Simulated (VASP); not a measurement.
Input of a VASP 6.6.1 run:

Contents of INCAR:

```
PREC = Accurate
ENCUT = 520
EDIFF = 1E-6
ISMEAR = -1
SIGMA = 0.1
LREAL = False
LASPH = True
NELM = 60
ALGO = Normal
ISIF = 2
LWAVE = False
LCHARG = False
GGA = CA
NBANDS = 13
```

The input KPOINTS:

```
Automatic mesh
0
Gamma
  8 8 7
```

The input POSCAR:

```
Mo
1.0
    2.7355100000      0.0000000000      0.0000000000
   -1.3677600000      2.3690200000      0.0000000000
    0.0000000000      0.0000000000      2.5551800000
Mo
1
Direct
    0.0000000000      0.0000000000      0.5000000000
```

Potentials or basis: VASP PAW LDA potentials, release 64 (Mo_sv).

Command:

```console
$ cat potpaw_LDA.64/Mo_sv/POTCAR > POTCAR
$ mpirun -np 1 vasp_std > vasp.out
```

**Question.** Predict the pressure.

**Answer.** -7.9 GPa.

**Question.** Predict the band gap on the k mesh.

**Answer.** Zero (band 7 reaches 12.37 eV, above the bottom of band 8 at 10.53 eV).

Stress tensor (GPa, compression positive):
```
 -3.62   0.00   0.00
  0.00  -3.62   0.00
  0.00   0.00 -16.57
```
